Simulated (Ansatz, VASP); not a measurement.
Be: VASP beside Ansatz

```xyz
4
Lattice="2.2841 0.0000 0.0000 -1.1421 1.9781 0.0000 0.0000 0.0000 7.2744" Properties=species:S:1:pos:R:3 pbc="T T T"
Be    1.1421    1.9781    7.2744
Be   -1.1421    1.9781    3.6372
Be    0.0000    1.3187    1.8186
Be    1.1421    0.6594    5.4558
```

Alike in both runs: task single point; functional r2SCAN; k mesh 18 × 18 × 5; occupations fermi-dirac, width 0.1 eV; no spin polarisation.

```csv
,VASP,Ansatz
version,VASP 6.6.1,Ansatz 0.2.0
potentials or method,"VASP PAW PBE potentials, release 64 (Be), cutoff 520 eV","plane waves (500 eV) with PAW, scalar-relativistic"
valence electrons in the cell,8,8
```

|  | VASP | Ansatz | Ansatz less VASP |
| --- | --- | --- | --- |
| pressure (GPa) | -4.4 | -4.6 | -0.15 |
| traceless stress, the component that is largest in VASP (GPa) | 0.36 | 0.32 | -0.045 |

VASP's potentials were made for PBE, not for r2SCAN.
